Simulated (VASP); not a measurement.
# C (Fd-3m) in VASP: single point with LDA

Aim: the single point of C with LDA.

All numbers are computed with VASP 6.6.1; they aren't measurements. Logs are shortened: lines on timing, memory, paths and dates and some standing lists are left out, and cuts for length are marked.

**1. The cell of the first run**

The structure is cubic, space group Fd-3m (No. 227). The conventional cell has a = 3.531 Å, b = 3.531 Å, c = 3.531 Å, α = 90.00°, β = 90.00°, γ = 90.00°. Within 2.0 Å of C (site symmetry -43m) lie 4 C at 1.53 Å.

**2. Single point, LDA**

Contents of INCAR:

```
PREC = Accurate
ENCUT = 910
EDIFF = 1E-6
ISMEAR = 0
SIGMA = 0.1
LREAL = F
LASPH = T
NELM = 120
ALGO = Normal
ISIF = 2
LWAVE = F
LCHARG = T
GGA = CA
LELF = T
LVHAR = T
NBANDS = 11
GGA_COMPAT = F
```

Contents of KPOINTS:

```
Automatic mesh
0
Gamma
  10 10 10
```

Contents of POSCAR:

```
C
1.0
    0.0000000000      1.7654839623      1.7654839623
    1.7654839623      0.0000000000      1.7654839623
    1.7654839623      1.7654839623      0.0000000000
C
2
Direct
    0.5000000000      0.5000000000      0.5000000000
    0.7500000000      0.7500000000      0.7500000000
```

Potentials or basis: VASP PAW LDA potentials, release 64 (C_h).

Started as:

```
> cat potpaw_LDA.64/C_h/POTCAR > POTCAR
> mpirun -np 1 vasp_std > vasp.out
```

OUTCAR:

```text
PREC = Accurate
   ENCUT = 910
   EDIFF = 1E-6
   ISMEAR = 0
   LREAL = F
   LASPH = T
   NELM = 120
   ISIF = 2
   GGA = CA

 ion  position               nearest neighbor table
   1  0.500  0.500  0.500-
   2  0.750  0.750  0.750-

  LATTYP: Found a face centered cubic cell.
 ALAT       =     3.5309679246

  Lattice vectors:

 A1 = (   0.0000000000,   1.7654839623,   1.7654839623)
 A2 = (   1.7654839623,   0.0000000000,   1.7654839623)
 A3 = (   1.7654839623,   1.7654839623,   0.0000000000)

Analysis of symmetry for initial positions (statically):
=====================================================================
 Subroutine PRICEL returns:
 Original cell was already a primitive cell.

 Routine SETGRP: Setting up the symmetry group for a
 face centered cubic supercell.

 Subroutine GETGRP returns: Found 48 space group operations
 (whereof 24 operations were pure point group operations)
 out of a pool of 48 trial point group operations.

The static configuration has the point symmetry T_d .
 The point group associated with its full space group is O_h .

Analysis of symmetry for dynamics (positions and initial velocities):
=====================================================================
 Subroutine PRICEL returns:
 Original cell was already a primitive cell.

 Routine SETGRP: Setting up the symmetry group for a
 face centered cubic supercell.

 Subroutine GETGRP returns: Found 48 space group operations
 (whereof 24 operations were pure point group operations)
 out of a pool of 48 trial point group operations.

The dynamic configuration has the point symmetry T_d .
 The point group associated with its full space group is O_h .

 Subroutine INISYM returns: Found 48 space group operations
 (whereof 24 operations are pure point group operations),
 and found     1 'primitive' translations

----------------------------------------------------------------------------------------

                                     Primitive cell

  volume of cell :      11.0058

  direct lattice vectors                    reciprocal lattice vectors
     0.000000000  1.765483962  1.765483962    -0.283208463  0.283208463  0.283208463
     1.765483962  0.000000000  1.765483962     0.283208463 -0.283208463  0.283208463
     1.765483962  1.765483962  0.000000000     0.283208463  0.283208463 -0.283208463

  length of vectors
     2.496771364  2.496771364  2.496771364     0.490531448  0.490531448  0.490531448

  position of ions in fractional coordinates (direct lattice)
     0.500000000  0.500000000  0.500000000
     0.750000000  0.750000000  0.750000000

  ion indices of the primitive-cell ions
   primitive index   ion index
                 1           1
                 2           2

----------------------------------------------------------------------------------------

 KPOINTS: Automatic mesh

Automatic generation of k-mesh.
 Grid dimensions read from file:
 generate k-points for:   10   10   10

 Generating k-lattice:

  Cartesian coordinates                     Fractional coordinates (reciprocal lattice)
    -0.028320846  0.028320846  0.028320846     0.100000000  0.000000000  0.000000000
     0.028320846 -0.028320846  0.028320846     0.000000000  0.100000000  0.000000000
     0.028320846  0.028320846 -0.028320846     0.000000000  0.000000000  0.100000000

  Length of vectors
     0.049053145  0.049053145  0.049053145

  Shift w.r.t. Gamma in fractional coordinates (k-lattice)
     0.000000000  0.000000000  0.000000000

 Subroutine IBZKPT returns following result:
 ===========================================

 Found     47 irreducible k-points:

 Following reciprocal coordinates:
            Coordinates               Weight
  0.000000  0.000000  0.000000      1.000000
  0.100000  0.000000  0.000000      8.000000
  0.200000  0.000000  0.000000      8.000000
  0.300000  0.000000  0.000000      8.000000
  0.400000  0.000000  0.000000      8.000000
  0.500000  0.000000  0.000000      4.000000
[... 16 lines left out ...]
  0.300000  0.300000  0.000000      6.000000
  0.400000  0.300000  0.000000     24.000000
 [... further k-points ...]
   k-points           NKPTS =     47   k-points in BZ     NKDIM =     47   number of bands    NBANDS=     11
   number of dos      NEDOS =    301   number of ions     NIONS =      2
   total plane-waves  NPLWV =  21952
   dimension x,y,z NGX =    28 NGY =   28 NGZ =   28
   dimension x,y,z NGXF=    56 NGYF=   56 NGZF=   56
   ions per type =               2
   NGX,Y,Z   is equivalent  to a cutoff of  18.64, 18.64, 18.64 a.u.
   NGXF,Y,Z  is equivalent  to a cutoff of  37.29, 37.29, 37.29 a.u.
 SYSTEM =  unknown system
   PREC   = accura    normal or accurate (medium, high low for compatibility)
   ISTART =      0    job   : 0-new  1-cont  2-samecut
   ICHARG =      2    charge: 1-file 2-atom 10-const
   ISPIN  =      1    spin polarized calculation?
   LNONCOLLINEAR =      F non collinear calculations
   LSORBIT =      F    spin-orbit coupling
   LASPH  =      T    aspherical Exc in radial PAW
   ENCUT  =  910.0 eV  66.88 Ry    8.18 a.u.   6.14  6.14  6.14*2*pi/ulx,y,z
   NELM   =    120;   NELMIN=  2; NELMDL= -5     # of ELM steps
   EDIFF  = 0.1E-05   stopping-criterion for ELM
   LREAL  =      F    real-space projection
   EDIFFG = 0.1E-04   stopping-criterion for IOM
   NSW    =      0    number of steps for IOM
   IBRION =     -1    ionic relax: 0-MD 1-quasi-New 2-CG
   NFREE  =      0    steps in history (QN), initial steepest desc. (CG)
   ISIF   =      2    stress and relaxation
   ISYM   =      2    0-nonsym 1-usesym 2-fastsym
   POTIM  = 0.5000    time-step for ionic-motion
   TEBEG  =    0.0;   TEEND  =   0.0 temperature during run
   PSTRESS=    0.0 pullay stress
   NELECT =       8.0000    total number of electrons
   NUPDOWN=      -1.0000    fix difference up-down
   EMIN   =  10.00;   EMAX   =-10.00  energy-range for DOS
   EFERMI =   0.00;   METHOD = LEGACY
   ISMEAR =     0;   SIGMA  =   0.10  broadening in eV -4-tet -1-fermi 0-gaus
   EFERMI_NEDOS =   21; number of points for ismear=-14 and -15
   IALGO  =     38    algorithm
   IMIX   =      4    mixing-type and parameters
     AMIX     =   0.40;   BMIX     =  1.00
     AMIX_MAG =   1.60;   BMIX_MAG =  1.00
  volume/ion in A,a.u.               =       5.50        37.14
  Fermi-wavevector in a.u.,A,eV,Ry     =   1.471966  2.781612 29.479516  2.166683
  Thomas-Fermi vector in A             =   2.587038
   LORBIT       =      0    0 simple, 1 ext, 2 COOP (PROOUT), +10 PAW based schemes
   GGA     = CA    functional components
   LHFCALC =     F    Hartree Fock is set to
   AEXX    =    0.0000 exact exchange contribution
   IVDW    =     0    specifies the selected vdW correction
   LEPSILON=     F    determine dielectric tensor
   LRPA    =     F    only Hartree local field effects (RPA)
 non-spin polarized calculation
 Gauss-broadening in eV      SIGMA  =   0.10
  energy-cutoff  :      910.00
  volume of cell :       11.01
 maximum number of plane-waves:       701
 NGX is ok and might be reduce to    28
   NGX = 13   NGY = 13   NGZ = 13

 number of electron       8.0000000 magnetization

 Free energy of the ion-electron system (eV)
  ---------------------------------------------------
  ext. energy  EPLUGINS =         0.00000000
  ---------------------------------------------------
  free energy    TOTEN  =       -20.26664669 eV

  energy without entropy =      -20.26664669  energy(sigma->0) =      -20.26664669

 E-fermi :  11.9302     XC(G=0): -13.8005

 val. band max:       11.3491090967   @ k =   0.0000   0.0000   0.0000
 cond. band min:      15.5563547345   @ k =   0.4000   0.4000   0.0000
 fundamental gap:      4.2072456378
 Fermi energy:        11.9301922976

 k-point     1 :       0.0000    0.0000    0.0000
  band No.  band energies     occupation
      1     -10.3780      2.00000
      2      11.3491      2.00000
      3      11.3491      2.00000
      4      11.3491      2.00000
      5      16.9776      0.00000
      6      16.9776      0.00000
      7      16.9776      0.00000
      8      25.5962      0.00000
      9      30.7562      0.00000
     10      38.3090      0.00000
     11      38.3090      0.00000

 k-point     2 :       0.1000    0.0000    0.0000
  band No.  band energies     occupation
      1     -10.0957      2.00000
      2       9.6515      2.00000
      3      10.8888      2.00000
      4      10.8888      2.00000
      5      17.5803      0.00000
      6      17.5803      0.00000
      7      17.9772      0.00000
      8      25.7509      0.00000
      9      31.1893      0.00000
     10      35.5735      0.00000
     11      35.5735      0.00000

 k-point     3 :       0.2000    0.0000    0.0000
  band No.  band energies     occupation
      1      -9.2539      2.00000
      2       6.4052      2.00000
      3       9.9895      2.00000
      4       9.9895      2.00000
      5      18.7334      0.00000
      6      18.7334      0.00000
      7      19.3298      0.00000
      8      26.1694      0.00000
      9      31.9393      0.00000
     10      34.0160      0.00000
     11      34.0160      0.00000

 k-point     4 :       0.3000    0.0000    0.0000
  band No.  band energies     occupation
      1      -7.8698      2.00000
      2       2.9536      2.00000
      3       9.1811      2.00000
      4       9.1811      2.00000
      5      19.5566      0.00000
      6      19.5566      0.00000
      7      20.1936      0.00000
      8      26.6630      0.00000
      9      32.3163      0.00000
     10      34.2908      0.00000
     11      34.2908      0.00000

 k-point     5 :       0.4000    0.0000    0.0000
  band No.  band energies     occupation
      1      -6.0026      2.00000
      2      -0.2507      2.00000
      3       8.6590      2.00000
      4       8.6590      2.00000
      5      19.8319      0.00000
      6      19.8319      0.00000
      7      20.6396      0.00000
      8      26.9592      0.00000
      9      32.8187      0.00000
     10      36.1002      0.00000
     11      36.1002      0.00000
[... 211 lines left out ...]
 k-point    21 :      -0.3000    0.2000    0.0000
  band No.  band energies     occupation
      1      -5.7238      2.00000
      2       1.5474      2.00000
      3       4.6356      2.00000
      4       8.2779      2.00000
      5      19.4284      0.00000
      6      21.3036      0.00000
      7      23.3903      0.00000
      8      26.1250      0.00000
      9      31.1554      0.00000
     10      32.6400      0.00000
     11      36.3184      0.00000

 k-point    22 :      -0.2000    0.2000    0.0000
  band No.  band energies     occupation
      1      -7.4129      2.00000
      2       4.3374      2.00000
      3       5.1883      2.00000
      4       9.3150      2.00000
      5      19.9372      0.00000
      6      20.0988      0.00000
      7      22.0297      0.00000
      8      25.4179      0.00000
      9      31.4969      0.00000
     10      32.3605      0.00000
     11      35.6142      0.00000

 k-point    23 :       0.3000    0.3000    0.0000
  band No.  band energies     occupation
      1      -7.0405      2.00000
      2       5.3354      2.00000
      3       6.3206      2.00000
      4       6.3206      2.00000
      5      15.6340      0.00000
      6      20.0825      0.00000
      7      24.6453      0.00000
      8      24.6453      0.00000
      9      32.7045      0.00000
     10      34.2691      0.00000
     11      42.6044      0.00000

 k-point    24 :       0.4000    0.3000    0.0000
  band No.  band energies     occupation
      1      -5.6920      2.00000
      2       3.3183      2.00000
      3       5.2054      2.00000
      4       5.8384      2.00000
      5      16.1925      0.00000
      6      19.4014      0.00000
      7      25.6465      0.00000
      8      25.7543      0.00000
      9      33.5104      0.00000
     10      34.3461      0.00000
     11      42.4931      0.00000

 [... further k-points ...]
[... 5 lines left out ...]
  --------------------------------------------------------------------------------------
  -------------------------------------------------------------------------------------
  Total        0.0662690      0.0662690      0.0662690     -0.0000000      0.0000000     -0.0000000
  in kB        9.6471635      9.6471635      9.6471635     -0.0000000      0.0000000     -0.0000000
  external PRESSURE =       9.6471635 kB  Pullay stress =       0.0000000 kB

 VOLUME and BASIS-vectors are now :
 -----------------------------------------------------------------------------
  energy-cutoff  :      910.00
  volume of cell :       11.01
      direct lattice vectors                 reciprocal lattice vectors
     0.000000000  1.765483962  1.765483962    -0.283208463  0.283208463  0.283208463
     1.765483962  0.000000000  1.765483962     0.283208463 -0.283208463  0.283208463
     1.765483962  1.765483962  0.000000000     0.283208463  0.283208463 -0.283208463

 POSITION                                       TOTAL-FORCE (eV/Angst)
 -----------------------------------------------------------------------------------
      1.76548      1.76548      1.76548        -0.000000     -0.000000      0.000000
      2.64823      2.64823      2.64823         0.000000      0.000000     -0.000000
 -----------------------------------------------------------------------------------
    total drift:                                0.000000      0.000000     -0.000000

  FREE ENERGIE OF THE ION-ELECTRON SYSTEM (eV)
  ---------------------------------------------------
  free  energy   TOTEN  =       -20.2666466891 eV

  energy  without entropy=      -20.2666466891  energy(sigma->0) =      -20.26664669
```

Run time: 11 s. Hardware: 1 thread of Intel Xeon Platinum 8259CL at 2.50GHz (Skylake/Cascade Lake), shared host; peak memory 0.13 GiB.

What came out:

- Free energy: -20.2666 eV
- Pressure: 1.0 GPa
- Band gap on the k mesh: 4.21 eV, indirect (least direct gap 5.63 eV)

Caveat: the cutoff is under 1.25 times the usual one of these potentials, so pressure, stress and relaxed cells hold a basis-set (Pulay) error. A k mesh can miss the band edges.
